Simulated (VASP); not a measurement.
Runs of VASP 6.6.1 on PbSe. The structure is that of space group P6_3/mmc (No. 194), or close to it. The cells are those of the table. 

```tsv
level	cell	gap on the mesh (eV)	pressure (GPa)	largest force (eV/Å)
r2SCAN	a = 5.174, b = 5.174, c = 6.215 Å, angles 90.0, 90.0, 120.0°, 4 atoms	(a)	0.0	-
PBE	a = 5.310, b = 5.310, c = 6.386 Å, angles 90.0, 90.0, 120.0°, 4 atoms	1.25	-1.9	0.01
r2SCAN	a = 5.069, b = 5.069, c = 6.088 Å, angles 90.0, 90.0, 120.0°, 4 atoms	(b)	2.8	0.02
PBE	a = 5.174, b = 5.174, c = 6.215 Å, angles 90.0, 90.0, 120.0°, 4 atoms	1.17	0.8	0.01
```

Alike in all rows: task single point; potentials or basis VASP PAW PBE potentials, release 64 (Pb_d, Se); no spin polarisation; k mesh 6 × 6 × 4; cutoff (eV) 520; smearing gaussian 0.01 eV.

Q: Fill in the values left out.

A: (a) 1.48; (b) 1.38.

Caveats: spin-orbit coupling is left out, which moves the levels of the heavy elements; the PAW data sets were made with another functional, which shifts forces and pressure a little (at least some runs).

A k mesh can miss the band edges, and the runs leave out spin-orbit coupling on Pb, Se.
